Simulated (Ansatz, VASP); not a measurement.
# InBS3 in VASP and in Ansatz

```
CELL_PARAMETERS angstrom
5.04207 0.00000 0.00000
0.00000 5.04207 0.00000
0.00000 0.00000 5.04207
ATOMIC_POSITIONS crystal
In 0.00000 0.00000 0.00000
B 0.50000 0.50000 0.50000
S 0.00000 0.00000 0.50000
S 0.00000 0.50000 0.00000
S 0.50000 0.00000 0.00000
```

Alike in both runs: task relaxation of cell and atoms; functional PBE; k mesh 8 × 8 × 8; occupations gaussian, width 0.1 eV; no spin polarisation.

|  | VASP | Ansatz |
| --- | --- | --- |
| version | VASP 6.6.1 | Ansatz 0.2.0 |
| potentials or method | VASP PAW PBE potentials, release 64 (In_d, B, S), cutoff 600 eV | scalar-relativistic, plane waves, PAW |
| valence electrons in the cell | 34 | 34 |

VASP gave:

```
gap on the k mesh at the Fermi level, each at its own relaxed structure (eV) : none
relaxed volume (Å³/atom)                                                     : 25.49
relaxed cell length with the largest relative difference (Å)                 : 5.032
```

**Question.** Which values does Ansatz return?

**Answer.** gap on the k mesh at the Fermi level, each at its own relaxed structure (eV): none; relaxed volume (Å³/atom): 25.51; relaxed cell length with the largest relative difference (Å): 5.034.

A gap of «none» marks a metal or a gap that the smearing closes.
